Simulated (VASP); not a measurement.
## La: single point with RPBE

Crystal: La.

```
La
1.0
     3.83664    0.00000    0.00000
    -1.91832    3.32263    0.00000
     0.00000    0.00000   12.32630
La
4
Direct
  0.00000 0.00000 0.00000
  0.00000 0.00000 0.50000
  0.33333 0.66667 0.75000
  0.66667 0.33333 0.25000
```

```json
{
 "Program": "VASP 6.6.1",
 "Task": "single point",
 "Functional": "RPBE",
 "Potentials or basis": "VASP PAW PBE potentials, release 64 (La)",
 "Cutoff": "520 eV",
 "k mesh": "10 × 10 × 3",
 "Occupations": "fermi-dirac, width 0.1 eV",
 "Spin": "no spin polarisation",
 "Dipole correction": "no",
 "Further INCAR settings": "ALGO = Normal; EDIFF = 1e-06; NBANDS = 30"
}
```

```
Pressure               : 0.0 GPa
Band gap on the k mesh : zero (band 22 reaches 8.30 eV, above the bottom of band 23 at 7.19 eV)
```

Levels at points of the mesh, in eV from the Fermi level:
```csv
k point,band 20,band 21,band 22,band 23,band 24,band 25
"(0.00, 0.00, 0.00)",-1.66,0.47,0.59,1.24,1.25,1.25
"(0.50, 0.00, 0.00)",-0.98,-0.58,-0.28,-0.18,0.43,0.84
```

Run time: 2.1 min on 1 thread of Intel(R) Xeon(R) 6975P-C (Granite Rapids), on a shared host, peak memory 0.32 GiB.

Caveat: the PAW data sets were made with another functional, which shifts forces and pressure a little; spin-orbit coupling is left out, which moves the levels of the heavy elements.
